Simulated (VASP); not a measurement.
Input of a VASP 6.6.1 run:

The input INCAR:

```
SYSTEM = HfB
  PREC = Accurate
  ENCUT = 500
  EDIFF = 1E-6
  ISMEAR = 0
  SIGMA = 0.1
  LREAL = .False.
  LASPH = .True.
  NELM = 120
  ALGO = Normal
  ISIF = 2
  LWAVE = .False.
  LCHARG = .True.
  GGA = PS
  LELF = .True.
  LVHAR = .True.
  NBANDS = 14
  GGA_COMPAT = .False.
```

Contents of KPOINTS:

```
regular mesh
0
Gamma
  16 16 16
  0 0 0
```

POSCAR

```
HfB
1.0
    0.0000000000      2.4077006673      2.4077006673
    2.4077006673      0.0000000000      2.4077006673
    2.4077006673      2.4077006673      0.0000000000
Hf B
1 1
Direct
    0.5000000000      0.5000000000      0.5000000000
    0.0000000000      0.0000000000      0.0000000000
```

Potentials or basis: VASP PAW PBE potentials, release 64 (Hf_pv, B).

Launch:

```console
$ cat potpaw_PBE.64/Hf_pv/POTCAR potpaw_PBE.64/B/POTCAR > POTCAR
$ mpirun -np 1 vasp_std > vasp.out
```

(1) What does it give for the band gap on the k mesh?

(2) Estimate the pressure.

Answers

(1) zero (an odd number of electrons rules out a gap without spin polarisation).

(2) -2.8 GPa.

Caveat: the PAW data sets were made with another functional, which shifts forces and pressure a little; spin-orbit coupling is left out, which moves the levels of the heavy elements.
